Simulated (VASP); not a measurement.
Here is a VASP 6.6.1 calculation.

Contents of POSCAR:

```
Zn
1.0
    2.6339144954      0.0000000000      0.0000000000
   -1.3169572477      2.2810368644      0.0000000000
    0.0000000000      0.0000000000      4.8988836645
Zn
2
Direct
    0.6666666667      0.3333333333      0.7500000000
    0.3333333333      0.6666666667      0.2500000000
```

Contents of INCAR.step1:

```
PREC = Accurate
ENCUT = 520
EDIFF = 1E-5
ISMEAR = 1
SIGMA = 0.01
LREAL = F
LASPH = T
NELM = 60
ALGO = Normal
ISIF = 2
LWAVE = T
GGA = PE
NBANDS = 19
```

File INCAR.step2:

```
PREC = Accurate
ENCUT = 520
EDIFF = 1E-6
ISMEAR = 1
SIGMA = 0.01
LREAL = F
LASPH = T
NELM = 60
ALGO = Normal
ISIF = 2
LWAVE = F
LCHARG = T
GGA = PS
LHFCALC = T
AEXX = 0.25
HFSCREEN = 0.207
PRECFOCK = Normal
LELF = T
LVHAR = T
ISTART = 1
NBANDS = 19
```

KPOINTS

```
Automatic mesh
0
Gamma
  7 7 4
```

Potentials or basis: VASP PAW PBE potentials, release 64 (Zn).

Command:

```console
$ cat potpaw_PBE.64/Zn/POTCAR > POTCAR
$ cp INCAR.step1 INCAR
$ mpirun -np 1 vasp_std > vasp.out
$ cp INCAR.step2 INCAR
$ mpirun -np 1 vasp_std > vasp.out
```

Predict the pressure.

-1.4 GPa.

Estimate the band gap on the k mesh.

zero (bands 12 and 13 overlap by 5.16 eV).

Stress tensor (GPa, compression positive):
```
-1.75  0.00  0.00
 0.00 -1.75  0.00
 0.00  0.00 -0.55
```

Caveat: the k points lie up to 0.39 Å⁻¹ apart, too coarse for converged energies and pressures of a metal; the PAW data sets were made with another functional, which shifts forces and pressure a little.
